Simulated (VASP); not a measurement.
# Be (P4_2/mnm) in VASP: further runs

Runs on Be. Level: r2SCAN. Tasks: single point.

Everything below comes from runs of VASP 6.6.1. Logs are shortened: lines on timing, memory, paths and dates and some standing lists are left out, and cuts for length are marked.

## (1) The cell of the first run

Symmetry: P4_2/mnm, No. 136, tetragonal system. The conventional cell has a = 3.747 Å, b = 3.747 Å, c = 2.281 Å, α = 90.00°, β = 90.00°, γ = 90.00°. Be (site symmetry m2m) has 13 Be at 2.15 to 2.70 Å within 2.8 Å.

## (2) Single point, r2SCAN

POSCAR

```
Be
1.0
    3.7468140000      0.0000000000      0.0000000000
    0.0000000000      3.7468140000      0.0000000000
    0.0000000000      0.0000000000      2.2812800000
Be
4
Direct
    0.2974080000      0.2974080000      0.0000000000
    0.7025920000      0.7025920000      0.0000000000
    0.2025920000      0.7974080000      0.5000000000
    0.7974080000      0.2025920000      0.5000000000
```

INCAR.step1

```
SYSTEM = Be
ALGO = Normal
EDIFF = 1E-5
ENCUT = 660
GGA = PE
GGA_COMPAT = .FALSE.
ISMEAR = -1
LASPH = .TRUE.
LCHARG = .FALSE.
LREAL = .FALSE.
LWAVE = .TRUE.
NBANDS = 12
NELM = 120
PREC = Accurate
SIGMA = 0.15
```

INCAR.step2

```
SYSTEM = Be
ALGO = Normal
EDIFF = 1E-6
ENCUT = 660
GGA_COMPAT = .FALSE.
ISIF = 2
ISMEAR = -1
ISTART = 1
LASPH = .TRUE.
LCHARG = .FALSE.
LMIXTAU = .TRUE.
LREAL = .FALSE.
LWAVE = .FALSE.
METAGGA = R2SCAN
NBANDS = 12
NELM = 120
PREC = Accurate
SIGMA = 0.15
```

KPOINTS

```
k-points
0
G
  6 6 10
  0 0 0
```

Potentials or basis: VASP PAW PBE potentials, release 64 (Be).

On the command line:

```console
$ cat potpaw_PBE.64/Be/POTCAR > POTCAR
$ cp INCAR.step1 INCAR
$ mpirun -np 1 vasp_std > vasp.out
$ cp INCAR.step2 INCAR
$ mpirun -np 1 vasp_std > vasp.out
```

OUTCAR:

```text
SYSTEM = Be
   EDIFF = 1E-6
   ENCUT = 660
   ISIF = 2
   ISMEAR = -1
   ISTART = 1
   LASPH = .TRUE.
   LREAL = .FALSE.
   METAGGA = R2SCAN
   NELM = 120
   PREC = Accurate

 ion  position               nearest neighbor table
   1  0.297  0.297  0.000-   2 2.15   3 2.22   4 2.22   3 2.22   4 2.22   3 2.22   3 2.22   4 2.22
                             4 2.22
   2  0.703  0.703  0.000-   1 2.15   3 2.22   4 2.22   3 2.22   4 2.22   4 2.22   4 2.22   3 2.22
                             3 2.22
   3  0.203  0.797  0.500-   4 2.15   2 2.22   1 2.22   1 2.22   2 2.22   1 2.22   1 2.22   2 2.22
                             2 2.22
   4  0.797  0.203  0.500-   3 2.15   2 2.22   1 2.22   1 2.22   2 2.22   2 2.22   2 2.22   1 2.22
                             1 2.22

  LATTYP: Found a simple tetragonal cell.
 ALAT       =     3.7468140000
 C/A-ratio  =     0.6088586196

  Lattice vectors:

 A1 = (   3.7468140000,   0.0000000000,   0.0000000000)
 A2 = (   0.0000000000,   3.7468140000,   0.0000000000)
 A3 = (   0.0000000000,   0.0000000000,   2.2812800000)

Analysis of symmetry for initial positions (statically):
=====================================================================
 Subroutine PRICEL returns:
 Original cell was already a primitive cell.

 Routine SETGRP: Setting up the symmetry group for a
 simple tetragonal supercell.

 Subroutine GETGRP returns: Found 16 space group operations
 (whereof  8 operations were pure point group operations)
 out of a pool of 16 trial point group operations.

The static configuration has the point symmetry D_2h.
 The point group associated with its full space group is D_4h.

Analysis of symmetry for dynamics (positions and initial velocities):
=====================================================================
 Subroutine PRICEL returns:
 Original cell was already a primitive cell.

 Routine SETGRP: Setting up the symmetry group for a
 simple tetragonal supercell.

 Subroutine GETGRP returns: Found 16 space group operations
 (whereof  8 operations were pure point group operations)
 out of a pool of 16 trial point group operations.

The dynamic configuration has the point symmetry D_2h.
 The point group associated with its full space group is D_4h.

 Subroutine INISYM returns: Found 16 space group operations
 (whereof  8 operations are pure point group operations),
 and found     1 'primitive' translations

----------------------------------------------------------------------------------------

                                     Primitive cell

  volume of cell :      32.0260

  direct lattice vectors                    reciprocal lattice vectors
     3.746814000  0.000000000  0.000000000     0.266893419  0.000000000  0.000000000
     0.000000000  3.746814000  0.000000000     0.000000000  0.266893419  0.000000000
     0.000000000  0.000000000  2.281280000     0.000000000  0.000000000  0.438350400

  length of vectors
     3.746814000  3.746814000  2.281280000     0.266893419  0.266893419  0.438350400

  position of ions in fractional coordinates (direct lattice)
     0.297408000  0.297408000  0.000000000
     0.702592000  0.702592000  0.000000000
     0.202592000  0.797408000  0.500000000
     0.797408000  0.202592000  0.500000000

  ion indices of the primitive-cell ions
   primitive index   ion index
                 1           1
                 2           2
                 3           3
                 4           4

----------------------------------------------------------------------------------------

 KPOINTS: k-points

Automatic generation of k-mesh.
 Grid dimensions read from file:
 generate k-points for:    6    6   10

 Generating k-lattice:

  Cartesian coordinates                     Fractional coordinates (reciprocal lattice)
     0.044482237  0.000000000  0.000000000     0.166666667  0.000000000  0.000000000
     0.000000000  0.044482237  0.000000000     0.000000000  0.166666667  0.000000000
     0.000000000  0.000000000  0.043835040     0.000000000  0.000000000  0.100000000

  Length of vectors
     0.044482237  0.044482237  0.043835040

  Shift w.r.t. Gamma in fractional coordinates (k-lattice)
     0.000000000  0.000000000  0.000000000

 Subroutine IBZKPT returns following result:
 ===========================================

 Found     60 irreducible k-points:

 Following reciprocal coordinates:
            Coordinates               Weight
  0.000000  0.000000  0.000000      1.000000
  0.166667  0.000000  0.000000      4.000000
  0.333333  0.000000  0.000000      4.000000
  0.500000  0.000000  0.000000      2.000000
  0.166667  0.166667  0.000000      4.000000
  0.333333  0.166667  0.000000      8.000000
[... 16 lines left out ...]
  0.333333  0.000000  0.200000      8.000000
  0.500000  0.000000  0.200000      4.000000
 [... further k-points ...]
   k-points           NKPTS =     60   k-points in BZ     NKDIM =     60   number of bands    NBANDS=     12
[... 35 lines left out ...]
   IMIX   =      4    mixing-type and parameters
     AMIX     =   0.40;   BMIX     =  1.00
     AMIX_MAG =   1.60;   BMIX_MAG =  1.00
  volume/ion in A,a.u.               =       8.01        54.03
  Fermi-wavevector in a.u.,A,eV,Ry     =   1.031028  1.948361 14.463253  1.063019
  Thomas-Fermi vector in A             =   2.165156
   LORBIT       =      0    0 simple, 1 ext, 2 COOP (PROOUT), +10 PAW based schemes
   METAGGA = R2SCAN    functional components
   LHFCALC =     F    Hartree Fock is set to
   AEXX    =    0.0000 exact exchange contribution
   IVDW    =     0    specifies the selected vdW correction
   LEPSILON=     F    determine dielectric tensor
   LRPA    =     F    only Hartree local field effects (RPA)
 non-spin polarized calculation
  energy-cutoff  :      660.00
  volume of cell :       32.03
 maximum number of plane-waves:      1249
 NGX is ok and might be reduce to    32
   NGX = 15   NGY = 15   NGZ =  9

 number of electron       8.0000000 magnetization

 Free energy of the ion-electron system (eV)
  ---------------------------------------------------
  ext. energy  EPLUGINS =         0.00000000
  ---------------------------------------------------
  free energy    TOTEN  =       -17.14194669 eV

  energy without entropy =      -17.10692412  energy(sigma->0) =      -17.12443540

 E-fermi :   6.8401     XC(G=0): -11.2186

 val. band max:        6.7756372732   @ k =   0.3333   0.0000   0.3000
 cond. band min:       6.8680978719   @ k =   0.1667   0.0000   0.4000
 fundamental gap:      0.0924605987
 Fermi energy:         6.8401280508

 k-point     1 :       0.0000    0.0000    0.0000
  band No.  band energies     occupation
      1      -5.1436      2.00000
      2       1.5792      2.00000
      3       2.1560      2.00000
      4       5.7682      1.99843
      5       5.7682      1.99843
      6      12.0856      0.00000
      7      12.0856      0.00000
      8      14.5622      0.00000
      9      16.8848      0.00000
     10      17.9111      0.00000
     11      24.3459      0.00000
     12      24.3459      0.00000

 k-point     2 :       0.1667    0.0000    0.0000
  band No.  band energies     occupation
      1      -4.9065      2.00000
      2       0.5273      2.00000
      3       2.1438      2.00000
      4       5.6996      1.99900
      5       7.2720      0.10639
      6      10.2591      0.00000
      7      11.8438      0.00000
      8      17.0172      0.00000
      9      17.1694      0.00000
     10      19.0763      0.00000
     11      23.2113      0.00000
     12      24.5868      0.00000

 k-point     3 :       0.3333    0.0000    0.0000
  band No.  band energies     occupation
      1      -4.1955      2.00000
      2      -1.3923      2.00000
      3       2.8915      2.00000
      4       5.2128      1.99996
      5       8.5713      0.00002
      6       8.6703      0.00001
      7      13.0083      0.00000
      8      18.0153      0.00000
      9      19.8331      0.00000
     10      21.2139      0.00000
     11      21.7996      0.00000
     12      22.2545      0.00000
[... 286 lines left out ...]
 k-point    23 :       0.3333    0.0000    0.2000
  band No.  band energies     occupation
      1      -3.2742      2.00000
      2      -0.4427      2.00000
      3       4.0784      2.00000
      4       6.1373      1.98172
      5       8.4984      0.00003
      6       8.9956      0.00000
      7      12.1217      0.00000
      8      14.4165      0.00000
      9      16.2934      0.00000
     10      19.9126      0.00000
     11      21.7985      0.00000
     12      21.9464      0.00000

 k-point    24 :       0.5000    0.0000    0.2000
  band No.  band energies     occupation
      1      -2.0877      2.00000
      2      -2.0877      2.00000
      3       5.2162      1.99996
      4       5.2162      1.99996
      5       8.3128      0.00011
      6       8.3128      0.00011
      7      14.6658      0.00000
      8      14.6658      0.00000
      9      17.0568      0.00000
     10      17.0568      0.00000
     11      22.1333      0.00000
     12      22.1333      0.00000

 [... further k-points ...]
[... 5 lines left out ...]
  --------------------------------------------------------------------------------------
  -------------------------------------------------------------------------------------
  Total       -0.0778996     -0.0778996      0.3212064      0.0000000      0.0000000      0.0000000
  in kB       -3.8971122     -3.8971122     16.0691140      0.0000000      0.0000000      0.0000000
  external PRESSURE =       2.7582965 kB  Pullay stress =       0.0000000 kB

 VOLUME and BASIS-vectors are now :
 -----------------------------------------------------------------------------
  energy-cutoff  :      660.00
  volume of cell :       32.03
      direct lattice vectors                 reciprocal lattice vectors
     3.746814000  0.000000000  0.000000000     0.266893419  0.000000000  0.000000000
     0.000000000  3.746814000  0.000000000     0.000000000  0.266893419  0.000000000
     0.000000000  0.000000000  2.281280000     0.000000000  0.000000000  0.438350400

 POSITION                                       TOTAL-FORCE (eV/Angst)
 -----------------------------------------------------------------------------------
      1.11433      1.11433      0.00000        -0.033816     -0.033816     -0.000000
      2.63248      2.63248      0.00000         0.033816      0.033816      0.000000
      0.75907      2.98774      1.14064         0.033816     -0.033816      0.000000
      2.98774      0.75907      1.14064        -0.033816      0.033816      0.000000
 -----------------------------------------------------------------------------------
    total drift:                                0.000000     -0.000000      0.000000

  FREE ENERGIE OF THE ION-ELECTRON SYSTEM (eV)
  ---------------------------------------------------
  free  energy   TOTEN  =       -17.1419466904 eV

  energy  without entropy=      -17.1069241188  energy(sigma->0) =      -17.12443540
```

Wall time 1.9 min (1 thread of AMD EPYC 7R13, shared host); peak memory 0.13 GiB.

What came out:

* Free energy: -17.1419 eV
* Pressure: 0.3 GPa
* Largest force: 0.048 eV/Å
* Band gap on the k mesh: zero (bands 4 and 5 overlap by 2.23 eV)

Forces on the atoms (eV/Å):
```
Be  -0.034 -0.034  0.000
Be   0.034  0.034  0.000
Be   0.034 -0.034  0.000
Be  -0.034  0.034  0.000
```

Stress tensor (GPa, compression positive):
```
-0.39  0.00  0.00
 0.00 -0.39  0.00
 0.00  0.00  1.61
```

Levels at points of the mesh, in eV from the Fermi level:
```
           k point  band 1  band 2  band 3  band 4  band 5  band 6  band 7  band 8  band 9
(0.00, 0.00, 0.00)  -11.98   -5.26   -4.68   -1.07   -1.07    5.25    5.25    7.72   10.04
(0.50, 0.00, 0.00)   -9.86   -9.86   -2.78   -2.78    1.58    1.58    9.69    9.69   12.55
(0.50, 0.50, 0.00)   -7.70   -7.70   -7.68   -7.68    9.07    9.07    9.97    9.97   12.93
(0.00, 0.00, 0.50)   -6.21   -6.21    1.16    1.16    1.98    1.98    2.78    2.78    8.06
(0.50, 0.00, 0.50)   -4.75   -4.75   -3.60   -3.60    4.04    4.04    5.34    5.34    7.60
(0.50, 0.50, 0.50)   -3.96   -3.96   -3.59   -3.59    1.80    1.80    1.84    1.84   13.52
```

Caveat: the PAW data sets were made with another functional, which shifts forces and pressure a little.

## (3) Single point, r2SCAN

This run uses another cell than the first one, of 8.21 Å³/atom.

POSCAR

```
Be
1.0
    3.7777808093      0.0000000000      0.0000000000
    0.0000000000      3.7777808093      0.0000000000
    0.0000000000      0.0000000000      2.3001344087
Be
4
Direct
    0.2974080000      0.2974080000      0.0000000000
    0.7025920000      0.7025920000      0.0000000000
    0.2025920000      0.7974080000      0.5000000000
    0.7974080000      0.2025920000      0.5000000000
```

INCAR.step1

```
PREC     = Accurate       # precision mode
ENCUT    = 660            # plane-wave cutoff, eV
ISMEAR   = -1             # smearing method
SIGMA    = 0.15           # smearing width, eV
LREAL    = F              # projectors in reciprocal space
LASPH    = T              # aspherical terms in the spheres
NELM     = 120            # most SCF steps
NBANDS   = 12             # bands
GGA      = PE             # functional
ALGO     = Normal         # electronic algorithm
EDIFF    = 1E-5           # SCF threshold, eV
LWAVE    = T              # write WAVECAR
LCHARG   = F              # write CHGCAR
GGA_COMPAT= F
```

INCAR.step2

```
PREC     = Accurate       # precision mode
ENCUT    = 660            # plane-wave cutoff, eV
EDIFF    = 1E-6           # SCF threshold, eV
ISMEAR   = -1             # smearing method
SIGMA    = 0.15           # smearing width, eV
LREAL    = F              # projectors in reciprocal space
LASPH    = T              # aspherical terms in the spheres
NELM     = 120            # most SCF steps
ALGO     = Normal         # electronic algorithm
ISIF     = 2              # what is computed and relaxed
LWAVE    = F              # write WAVECAR
LCHARG   = F              # write CHGCAR
METAGGA  = R2SCAN         # meta-GGA
LMIXTAU  = T            
NBANDS   = 12             # bands
ISTART   = 1            
GGA_COMPAT= F
```

KPOINTS

```
regular mesh
0
Gamma
  6 6 10
```

Potentials or basis: VASP PAW PBE potentials, release 64 (Be).

On the command line:

```console
$ cat potpaw_PBE.64/Be/POTCAR > POTCAR
$ cp INCAR.step1 INCAR
$ mpirun -np 1 vasp_std > vasp.out
$ cp INCAR.step2 INCAR
$ mpirun -np 1 vasp_std > vasp.out
```

Run time: 1.8 min. Hardware: 1 thread of AMD EPYC 7R13, shared host; peak memory 0.14 GiB.

It converged, with:

| Item | Value |
| --- | --- |
| Free energy | -17.1360 eV |
| Pressure | -2.6 GPa |
| Largest force | 0.034 eV/Å |
| Band gap on the k mesh | zero (bands 4 and 5 overlap by 2.25 eV) |

Forces on the atoms (eV/Å):
```
Be  -0.024 -0.024  0.000
Be   0.024  0.024  0.000
Be   0.024 -0.024  0.000
Be  -0.024  0.024  0.000
```

Stress tensor (GPa, compression positive):
```
-3.19  0.00  0.00
 0.00 -3.19  0.00
 0.00  0.00 -1.46
```

Levels at points of the mesh, in eV from the Fermi level:
```csv
k point,band 1,band 2,band 3,band 4,band 5,band 6,band 7,band 8,band 9
"(0.00, 0.00, 0.00)",-11.85,-5.17,-4.59,-1.10,-1.10,5.13,5.13,7.62,9.87
"(0.50, 0.00, 0.00)",-9.74,-9.74,-2.72,-2.72,1.51,1.51,9.50,9.50,12.33
"(0.50, 0.50, 0.00)",-7.61,-7.61,-7.57,-7.57,8.91,8.91,9.81,9.81,12.68
"(0.00, 0.00, 0.50)",-6.13,-6.13,1.15,1.15,1.95,1.95,2.76,2.76,7.87
"(0.50, 0.00, 0.50)",-4.67,-4.67,-3.56,-3.56,3.98,3.98,5.27,5.27,7.41
"(0.50, 0.50, 0.50)",-3.88,-3.88,-3.52,-3.52,1.73,1.73,1.75,1.75,13.27
```

Caveat: the PAW data sets were made with another functional, which shifts forces and pressure a little.

## (4) Single point, r2SCAN

This run uses another cell than the first one, of 8.41 Å³/atom.

POSCAR

```
Be
1.0
    3.8082480993      0.0000000000      0.0000000000
    0.0000000000      3.8082480993      0.0000000000
    0.0000000000      0.0000000000      2.3186846809
Be
4
Direct
    0.2974080000      0.2974080000      0.0000000000
    0.7025920000      0.7025920000      0.0000000000
    0.2025920000      0.7974080000      0.5000000000
    0.7974080000      0.2025920000      0.5000000000
```

INCAR.step1

```
SYSTEM = Be
PREC = Accurate
ENCUT = 660
ISMEAR = -1
SIGMA = 0.15
LREAL = .False.
LASPH = .True.
NELM = 120
NBANDS = 12
GGA = PE
ALGO = Normal
EDIFF = 1E-5
LWAVE = .True.
LCHARG = .False.
GGA_COMPAT = .False.
```

INCAR.step2

```
SYSTEM = Be
PREC = Accurate
ENCUT = 660
EDIFF = 1E-6
ISMEAR = -1
SIGMA = 0.15
LREAL = .False.
LASPH = .True.
NELM = 120
ALGO = Normal
ISIF = 2
LWAVE = .False.
LCHARG = .False.
METAGGA = R2SCAN
LMIXTAU = .True.
NBANDS = 12
ISTART = 1
GGA_COMPAT = .False.
```

KPOINTS

```
Automatic mesh
0
Gamma
  6 6 10
  0 0 0
```

On the command line:

```console
$ cat potpaw_PBE.64/Be/POTCAR > POTCAR
$ cp INCAR.step1 INCAR
$ mpirun -np 1 vasp_std > vasp.out
$ cp INCAR.step2 INCAR
$ mpirun -np 1 vasp_std > vasp.out
```

Wall time 2.1 min (1 thread of AMD EPYC 7R13, shared host); peak memory 0.14 GiB.

The run converged. Its results:

| Item | Value |
| --- | --- |
| Free energy | -17.1162 eV |
| Pressure | -5.2 GPa |
| Largest force | 0.022 eV/Å |
| Band gap on the k mesh | zero (bands 4 and 5 overlap by 2.27 eV) |

Forces on the atoms (eV/Å):
```
Be  -0.016 -0.016  0.000
Be   0.016  0.016  0.000
Be   0.016 -0.016  0.000
Be  -0.016  0.016  0.000
```

Stress tensor (GPa, compression positive):
```
-5.71  0.00  0.00
 0.00 -5.71  0.00
 0.00  0.00 -4.24
```

Levels at points of the mesh, in eV from the Fermi level:
```tsv
k point	band 1	band 2	band 3	band 4	band 5	band 6	band 7	band 8
(0.00, 0.00, 0.00)	-11.71	-5.08	-4.50	-1.13	-1.13	5.02	5.02	7.53
(0.50, 0.00, 0.00)	-9.62	-9.62	-2.67	-2.67	1.45	1.45	9.32	9.32
(0.50, 0.50, 0.00)	-7.53	-7.53	-7.48	-7.48	8.77	8.77	9.65	9.65
(0.00, 0.00, 0.50)	-6.05	-6.05	1.14	1.14	1.92	1.92	2.73	2.73
(0.50, 0.00, 0.50)	-4.60	-4.60	-3.52	-3.52	3.93	3.93	5.20	5.20
(0.50, 0.50, 0.50)	-3.81	-3.81	-3.45	-3.45	1.66	1.66	1.66	1.66
```

Caveat: the cell stands under tension; the PAW data sets were made with another functional, which shifts forces and pressure a little.

## (5) Overview

| cell | gap on the mesh (eV) | pressure (GPa) | largest force (eV/Å) |
| --- | --- | --- | --- |
| a = 3.747, b = 3.747, c = 2.281 Å, 4 atoms | none | 0.3 | 0.05 |
| a = 3.778, b = 3.778, c = 2.300 Å, 4 atoms | none | -2.6 | 0.03 |
| a = 3.808, b = 3.808, c = 2.319 Å, 4 atoms | none | -5.2 | 0.02 |

Alike in all rows: task single point; level r2SCAN; potentials or basis VASP PAW PBE potentials, release 64 (Be); no spin polarisation; k mesh 6 × 6 × 10; cutoff (eV) 660; smearing fermi-dirac 0.15 eV.

Caveats: the PAW data sets were made with another functional, which shifts forces and pressure a little; the cell stands under tension (at least some runs).

Absolute energies hang on the potentials; compare differences alone.
